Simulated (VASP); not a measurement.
# NbN in VASP: single point with PBE+D3(BJ)

Aim: the single point of NbN with PBE+D3(BJ).

All numbers are computed with VASP 6.6.1; they aren't measurements. Logs are shortened: lines on timing, memory, paths and dates and some standing lists are left out, and cuts for length are marked.

## 1. The cell of the first run

The cell holds a slab with vacuum, 24 atoms: a = 6.201 Å, b = 6.201 Å, c = 23.058 Å, α = 90.00°, β = 90.00°, γ = 90.00°.

## 2. Single point, PBE+D3(BJ)

File INCAR:

```
PREC = Accurate ; ENCUT = 520
EDIFF = 1E-7 ; ISMEAR = 0
SIGMA = 0.1 ; LREAL = Auto
LASPH = True ; NELM = 60
ALGO = Normal ; ISIF = 2
LWAVE = False ; LCHARG = False
LDIPOL = True ; IDIPOL = 3
DIPOL = 0.5 0.5 0.441 ; GGA = PE
IVDW = 12 ; NBANDS = 126
```

File KPOINTS:

```
regular mesh
0
Gamma
  3 3 1
```

File POSCAR:

```
NbN
1.0
    6.2011598392      0.0000000000      0.0000000000
    0.0000000000      6.2011598392      0.0000000000
    0.0000000000      0.0000000000     23.0576821736
Nb N
12 12
Direct
    0.5000000000      0.5000000000      0.3469559490
    0.5000000000      0.0000000000      0.3469559490
    0.0000000000      0.5000000000      0.3469559490
    0.0000000000      0.0000000000      0.3469559490
    0.7701232616      0.7490127744      0.4406577861
    0.7155078061      0.2516000639      0.4359049603
    0.2236872106      0.7507749474      0.4460220883
    0.2677162192      0.2520822502      0.4444651674
    0.0123564664     -0.0149857701      0.5298056322
   -0.0031831591      0.4934871385      0.5354842901
    0.4991024247      0.0080047851      0.5365351837
    0.4891874614      0.4952004905      0.5327830469
    0.2500000000      0.2500000000      0.3469559490
    0.2500000000      0.7500000000      0.3469559490
    0.7500000000      0.2500000000      0.3469559490
    0.7500000000      0.7500000000      0.3469559490
    0.4910319546      0.5293186363      0.4381432062
    0.4945849648     -0.0264304823      0.4398598765
   -0.0026415619      0.4742487176      0.4393481123
   -0.0050709680      0.0264343607      0.4382028294
    0.7500714078      0.7499692867      0.5375372466
    0.7501969627      0.2457660588      0.5249618889
    0.2539695105      0.7463075632      0.5469519245
    0.2426371342      0.2443002747      0.5427993526
```

Potentials or basis: VASP PAW PBE potentials, release 64 (Nb_sv, N).

Run with:

```console
> cat potpaw_PBE.64/Nb_sv/POTCAR potpaw_PBE.64/N/POTCAR > POTCAR
> mpirun -np 1 vasp_std > vasp.out
```

OUTCAR:

```text
PREC = Accurate
   ENCUT = 520
   EDIFF = 1E-7
   ISMEAR = 0
   LREAL = Auto
   LASPH = True
   NELM = 60
   ISIF = 2
   GGA = PE
   IVDW = 12
 IVDW          = 12

 ion  position               nearest neighbor table
   1  0.500  0.500  0.347-  17 2.11  14 2.19  15 2.19  16 2.19  13 2.19   6 2.89
   2  0.500  0.000  0.347-  18 2.15  14 2.19  15 2.19  16 2.19  13 2.19   6 2.90
   3  0.000  0.500  0.347-  19 2.14  14 2.19  15 2.19  16 2.19  13 2.19   5 3.01
   4  0.000  0.000  0.347-  20 2.11  14 2.19  15 2.19  16 2.19  13 2.19   5 3.02
   5  0.770  0.749  0.441-  16 2.16  17 2.20  18 2.20  19 2.21  20 2.21  21 2.24   7 2.82   9 2.94
                             3 3.01   4 3.02  10 3.04
   6  0.716  0.252  0.436-  15 2.06  22 2.06  18 2.20  17 2.22  20 2.23  19 2.23   8 2.78   1 2.89
                             2 2.90  12 3.04
   7  0.224  0.751  0.446-  17 2.16  18 2.18  19 2.22  20 2.23  14 2.29  23 2.33   9 2.75   5 2.82
                            10 2.96  12 3.04
   8  0.268  0.252  0.444-  19 2.17  20 2.20  17 2.21  18 2.23  13 2.25  24 2.27   6 2.78  12 2.88
                            11 2.98   9 3.02
   9  0.012  0.985  0.530-  20 2.13  23 2.14  24 2.17  21 2.19  22 2.30   7 2.75   5 2.94   8 3.02
                            11 3.03
  10  0.997  0.493  0.535-  24 2.18  22 2.18  21 2.21  19 2.22  23 2.25   7 2.96   5 3.04
  11  0.499  0.008  0.537-  22 2.16  24 2.17  21 2.23  23 2.24  18 2.24   8 2.98  12 3.02   9 3.03

  12  0.489  0.495  0.533-  23 2.16  17 2.19  24 2.19  22 2.25  21 2.26   8 2.88  11 3.02   7 3.04
                             6 3.04
  13  0.250  0.250  0.347-   1 2.19   2 2.19   3 2.19   4 2.19   8 2.25
  14  0.250  0.750  0.347-   1 2.19   2 2.19   3 2.19   4 2.19   7 2.29
  15  0.750  0.250  0.347-   6 2.06   2 2.19   3 2.19   4 2.19   1 2.19
  16  0.750  0.750  0.347-   5 2.16   2 2.19   3 2.19   4 2.19   1 2.19
  17  0.491  0.529  0.438-   1 2.11   7 2.16  12 2.19   5 2.20   8 2.21   6 2.22
  18  0.495  0.974  0.440-   2 2.15   7 2.18   6 2.20   5 2.20   8 2.23  11 2.24
  19  0.997  0.474  0.439-   3 2.14   8 2.17   5 2.21  10 2.22   7 2.22   6 2.23
  20  0.995  0.026  0.438-   4 2.11   9 2.13   8 2.20   5 2.21   6 2.23   7 2.23
  21  0.750  0.750  0.538-   9 2.19  10 2.21  11 2.23   5 2.24  12 2.26
  22  0.750  0.246  0.525-   6 2.06  11 2.16  10 2.18  12 2.25   9 2.30
  23  0.254  0.746  0.547-   9 2.14  12 2.16  11 2.24  10 2.25   7 2.33
  24  0.243  0.244  0.543-  11 2.17   9 2.17  10 2.18  12 2.19   8 2.27

  LATTYP: Found a simple tetragonal cell.
 ALAT       =     6.2011598392
 C/A-ratio  =     3.7182854130

  Lattice vectors:

 A1 = (   6.2011598392,   0.0000000000,   0.0000000000)
 A2 = (   0.0000000000,   6.2011598392,   0.0000000000)
 A3 = (   0.0000000000,   0.0000000000,  23.0576821736)

Analysis of symmetry for initial positions (statically):
=====================================================================
 Subroutine PRICEL returns:
 Original cell was already a primitive cell.

 Routine SETGRP: Setting up the symmetry group for a
 simple tetragonal supercell.

 Subroutine GETGRP returns: Found  1 space group operations
 (whereof  1 operations were pure point group operations)
 out of a pool of 16 trial point group operations.

The static configuration has the point symmetry C_1 .

Analysis of symmetry for dynamics (positions and initial velocities):
=====================================================================
 Subroutine PRICEL returns:
 Original cell was already a primitive cell.

 Routine SETGRP: Setting up the symmetry group for a
 simple tetragonal supercell.

 Subroutine GETGRP returns: Found  1 space group operations
 (whereof  1 operations were pure point group operations)
 out of a pool of 16 trial point group operations.

The dynamic configuration has the point symmetry C_1 .

 Subroutine INISYM returns: Found  1 space group operations
 (whereof  1 operations are pure point group operations),
 and found     1 'primitive' translations

----------------------------------------------------------------------------------------

                                     Primitive cell

  volume of cell :     886.6689

  direct lattice vectors                    reciprocal lattice vectors
     6.201159839  0.000000000  0.000000000     0.161260156  0.000000000  0.000000000
     0.000000000  6.201159839  0.000000000     0.000000000  0.161260156  0.000000000
     0.000000000  0.000000000 23.057682174     0.000000000  0.000000000  0.043369494

  length of vectors
     6.201159839  6.201159839 23.057682174     0.161260156  0.161260156  0.043369494

  position of ions in fractional coordinates (direct lattice)
     0.500000000  0.500000000  0.346955949
     0.500000000  0.000000000  0.346955949
[... 66 lines left out ...]
     0.053753385  0.053753385  0.043369494

  Shift w.r.t. Gamma in fractional coordinates (k-lattice)
     0.000000000  0.000000000  0.000000000

 Subroutine IBZKPT returns following result:
 ===========================================

 Found      5 irreducible k-points:

 Following reciprocal coordinates:
            Coordinates               Weight
  0.000000  0.000000  0.000000      1.000000
  0.333333  0.000000  0.000000      2.000000
  0.000000  0.333333  0.000000      2.000000
  0.333333  0.333333  0.000000      2.000000
 -0.333333  0.333333  0.000000      2.000000
   k-points           NKPTS =      5   k-points in BZ     NKDIM =      5   number of bands    NBANDS=    126
   number of dos      NEDOS =    301   number of ions     NIONS =     24
   total plane-waves  NPLWV = 414720
   dimension x,y,z NGX =    48 NGY =   48 NGZ =  180
   dimension x,y,z NGXF=    96 NGYF=   96 NGZF=  360
   ions per type =              12  12
   NGX,Y,Z   is equivalent  to a cutoff of  12.87, 12.87, 12.98 a.u.
   NGXF,Y,Z  is equivalent  to a cutoff of  25.74, 25.74, 25.96 a.u.
 SYSTEM =  unknown system
   PREC   = accura    normal or accurate (medium, high low for compatibility)
   ISTART =      0    job   : 0-new  1-cont  2-samecut
   ICHARG =      2    charge: 1-file 2-atom 10-const
   ISPIN  =      1    spin polarized calculation?
   LNONCOLLINEAR =      F non collinear calculations
   LSORBIT =      F    spin-orbit coupling
   LASPH  =      T    aspherical Exc in radial PAW
   ENCUT  =  520.0 eV  38.22 Ry    6.18 a.u.  11.53 11.53 42.87*2*pi/ulx,y,z
   NELM   =     60;   NELMIN=  2; NELMDL= -5     # of ELM steps
   EDIFF  = 0.1E-06   stopping-criterion for ELM
   LREAL  =      T    real-space projection
   EDIFFG = 0.1E-05   stopping-criterion for IOM
   NSW    =      0    number of steps for IOM
   IBRION =     -1    ionic relax: 0-MD 1-quasi-New 2-CG
   NFREE  =      0    steps in history (QN), initial steepest desc. (CG)
   ISIF   =      2    stress and relaxation
   ISYM   =      2    0-nonsym 1-usesym 2-fastsym
   POTIM  = 0.5000    time-step for ionic-motion
   TEBEG  =    0.0;   TEEND  =   0.0 temperature during run
   PSTRESS=    0.0 pullay stress
   NELECT =     216.0000    total number of electrons
   NUPDOWN=      -1.0000    fix difference up-down
   EMIN   =  10.00;   EMAX   =-10.00  energy-range for DOS
   EFERMI =   0.00;   METHOD = LEGACY
   ISMEAR =     0;   SIGMA  =   0.10  broadening in eV -4-tet -1-fermi 0-gaus
   EFERMI_NEDOS =   21; number of points for ismear=-14 and -15
   IALGO  =     38    algorithm
   IMIX   =      4    mixing-type and parameters
     AMIX     =   0.40;   BMIX     =  1.00
     AMIX_MAG =   1.60;   BMIX_MAG =  1.00
  volume/ion in A,a.u.               =      36.94       249.31
  Fermi-wavevector in a.u.,A,eV,Ry     =   1.022443  1.932136 14.223378  1.045389
  Thomas-Fermi vector in A             =   2.156122
   LORBIT       =      0    0 simple, 1 ext, 2 COOP (PROOUT), +10 PAW based schemes
   GGA     = PE    functional components
   LHFCALC =     F    Hartree Fock is set to
   AEXX    =    0.0000 exact exchange contribution
   IVDW    =    12    specifies the selected vdW correction
   LEPSILON=     F    determine dielectric tensor
   LRPA    =     F    only Hartree local field effects (RPA)
 non-spin polarized calculation
 Gauss-broadening in eV      SIGMA  =   0.10
  energy-cutoff  :      520.00
  volume of cell :      886.67
 maximum number of plane-waves:     23945
 NGX is ok and might be reduce to    48
   NGX = 23   NGY = 23   NGZ = 85

 dipolmoment           0.000000      0.000000     -0.032722 electrons x Angstroem

 number of electron     215.9999992 magnetization

 dipolmoment           0.000000      0.000000      0.008402 electrons x Angstroem

 Free energy of the ion-electron system (eV)
  ---------------------------------------------------
  ext. energy  EPLUGINS =         0.00000000
  ---------------------------------------------------
  free energy    TOTEN  =      -239.41172907 eV

  energy without entropy =     -239.34899969  energy(sigma->0) =     -239.38036438

 E-fermi :   1.6312     XC(G=0):  -4.7658

 val. band max:        1.5802780542   @ k =  -0.3333   0.3333   0.0000
 cond. band min:       1.6408816489   @ k =   0.0000   0.0000   0.0000
 fundamental gap:      0.0606035947
 Fermi energy:         1.6312477152

 k-point     1 :       0.0000    0.0000    0.0000
  band No.  band energies     occupation
      1     -54.7536      2.00000
      2     -54.6780      2.00000
      3     -54.6124      2.00000
      4     -54.6012      2.00000
      5     -54.5563      2.00000
      6     -54.5554      2.00000
[... 604 lines left out ...]
    119       2.7881      0.00000
    120       2.8602      0.00000
 [bands above 120 left out]

------------------------ aborting loop because EDIFF is reached ----------------------------------------

 vacuum level on the upper side and lower side of the slab       (xc-potential included)        -0.066        -0.111

 Edisp (eV)   -8.17617

 E8    (eV) :    -3.7022

  FORCE on cell =-STRESS in cart. coord.  units (eV):
  Direction    XX          YY          ZZ          XY          YZ          ZX
  --------------------------------------------------------------------------------------
  -------------------------------------------------------------------------------------
  Total     -26.06754   -21.75633    -0.74339    -1.27207     0.52164     0.14921
  in kB     -47.10305   -39.31287    -1.34328    -2.29858     0.94258     0.26961
  external pressure =      -29.25 kB  Pullay stress =        0.00 kB

 VOLUME and BASIS-vectors are now :
 -----------------------------------------------------------------------------
  energy-cutoff  :      520.00
  volume of cell :      886.67
      direct lattice vectors                 reciprocal lattice vectors
     6.201159839  0.000000000  0.000000000     0.161260156  0.000000000  0.000000000
     0.000000000  6.201159839  0.000000000     0.000000000  0.161260156  0.000000000
     0.000000000  0.000000000 23.057682174     0.000000000  0.000000000  0.043369494

 POSITION                                       TOTAL-FORCE (eV/Angst)
 -----------------------------------------------------------------------------------
      3.10058      3.10058      8.00000         0.276079     -0.343804      1.346115
      3.10058      0.00000      8.00000         0.249130      0.289308      1.574003
      0.00000      3.10058      8.00000        -0.272281      0.121498      1.765201
      0.00000      0.00000      8.00000        -0.234581     -0.110346      1.766571
      4.77566      4.64475     10.16055         0.033452      0.036215     -0.143821
      4.43698      1.56021     10.05096        -0.062014      0.095341      0.087655
[... 16 lines left out ...]
      1.57491      4.62797     12.61144         0.080785     -0.047943      0.518324
      1.50463      1.51495     12.51569        -0.009939      0.117754      0.837783
 -----------------------------------------------------------------------------------
    total drift:                                0.003718      0.000413     -0.001934

  FREE ENERGIE OF THE ION-ELECTRON SYSTEM (eV)
  ---------------------------------------------------
  free  energy   TOTEN  =      -247.5878960747 eV

  energy  without entropy=     -247.5251666894  energy(sigma->0) =     -247.55653138

 vacuum level on the upper side and lower side of the slab         4.893         4.845
```

It took 27 min on 1 thread of Intel Xeon Platinum 8488C (Sapphire Rapids), shared host; peak memory 0.97 GiB.

Results:

```yaml
Free_energy: -247.5879 eV
Largest_force: 3.216 eV/Å
Band_gap_on_the_k_mesh: zero (bands 108 and 109 overlap by 0.50 eV)
Dispersion_energy_per_atom: -0.341 eV
```

Forces on the atoms (eV/Å):
```
Nb   0.276 -0.344  1.346
Nb   0.249  0.289  1.574
Nb  -0.272  0.121  1.765
Nb  -0.235 -0.110  1.767
Nb   0.033  0.036 -0.144
Nb  -0.062  0.095  0.088
Nb  -0.081 -0.120  0.152
Nb   0.042 -0.115 -0.052
Nb   0.031 -0.052 -0.145
Nb   0.837  0.607 -2.063
Nb  -0.686 -0.328 -2.246
Nb  -0.302  0.054 -1.045
N    0.136  0.038 -1.305
N   -0.459  0.013 -0.828
N    0.559 -0.069 -3.166
N   -0.305 -0.008 -1.989
N    0.108 -0.034  0.691
N    0.020  0.010  0.513
N   -0.023 -0.031  0.331
N    0.002  0.038  0.121
N    0.062 -0.168  0.785
N    0.000  0.009  2.494
N    0.081 -0.048  0.518
N   -0.010  0.118  0.838
```

The gap in the log of VASP goes by the Fermi energy; the results here count the filled bands.